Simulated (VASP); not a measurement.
Crystal: Sr4AlO5.

```
CELL_PARAMETERS angstrom
3.53493 0.00000 0.00000
-1.76746 3.06134 0.00000
0.00000 0.00000 15.91347
ATOMIC_POSITIONS crystal
Sr 0.66667 0.33333 0.10622
Sr 0.33333 0.66667 0.46890
Sr 0.00000 0.00000 0.68134
Sr 0.33333 0.66667 0.89378
Al 0.33333 0.66667 0.32826
O 0.00000 0.00000 0.00000
O 0.33333 0.66667 0.21244
O 0.00000 0.00000 0.36267
O 0.66667 0.33333 0.57512
O 0.66667 0.33333 0.78756
```

- Program: VASP 6.6.1
- Task: relaxation of cell and atoms
- Functional: PBE
- Potentials or basis: VASP PAW PBE potentials, release 64 (Sr_sv, Al, O)
- Cutoff: 600 eV
- k mesh: 6 × 6 × 1
- Occupations: gaussian, width 0.1 eV
- Spin: no spin polarisation

At the start: pressure -1.8 GPa; volume 17.22 Å³/atom.

Q: Where does the relaxation end?

A: Over 24 steps the energy falls by 317.0 meV/atom and the volume is 17.01 Å³/atom (-1.2 %); space group P3m1 (No. 156, to 0.1 Å) before and after.

Step by step:
```tsv
step	energy change (eV)	largest force (eV/Å)	pressure (GPa)	volume (Å³)
1	0.0000	10.0094	-1.77	172.21
2	2.3450	34.3130	12.43	167.48
3	-1.9813	5.3308	0.30	170.00
4	-2.6547	1.9854	-1.21	169.73
5	-2.6662	1.7227	-1.24	169.77
6	-2.8997	0.9091	1.53	166.78
7	-2.8997	0.9080	1.56	166.75
8	-3.0222	0.5111	0.33	169.14
9	-3.0446	0.7537	-0.39	170.77
10	-3.0971	0.4741	-0.21	170.94
11	-3.1023	0.8378	-0.11	171.01
12	-3.1372	0.3546	-0.29	170.98
13	-3.1470	0.2392	-0.41	170.95
14	-3.1540	0.2270	-0.13	170.36
15	-3.1598	0.2116	0.50	169.13
16	-3.1649	0.1256	0.26	169.46
17	-3.1656	0.1968	0.14	169.63
18	-3.1681	0.0821	-0.01	170.10
19	-3.1681	0.0818	-0.01	170.10
20	-3.1688	0.0600	-0.06	170.18
21	-3.1693	0.1099	-0.11	170.30
22	-3.1698	0.0623	-0.02	170.20
23	-3.1698	0.0577	0.04	170.14
24	-3.1701	0.0299	0.05	170.15
```

Final structure:
```
CELL_PARAMETERS angstrom
3.60001 0.00000 0.00000
-1.80000 3.11770 0.00000
0.00000 0.00000 15.15954
ATOMIC_POSITIONS crystal
Sr 0.66667 0.33333 0.10258
Sr 0.33333 0.66667 0.49954
Sr 0.00000 0.00000 0.69937
Sr 0.33333 0.66667 0.90154
Al 0.33333 0.66667 0.30249
O 0.00000 0.00000 0.99613
O 0.33333 0.66667 0.18849
O 0.00000 0.00000 0.34621
O 0.66667 0.33333 0.58522
O 0.66667 0.33333 0.79471
```

Caveat: the k points lie up to 0.41 Å⁻¹ apart in the final cell, too coarse for converged energies and pressures of a metal; an odd number of electrons without spin polarisation forces a metal; a magnetic or distorted state may lie lower.
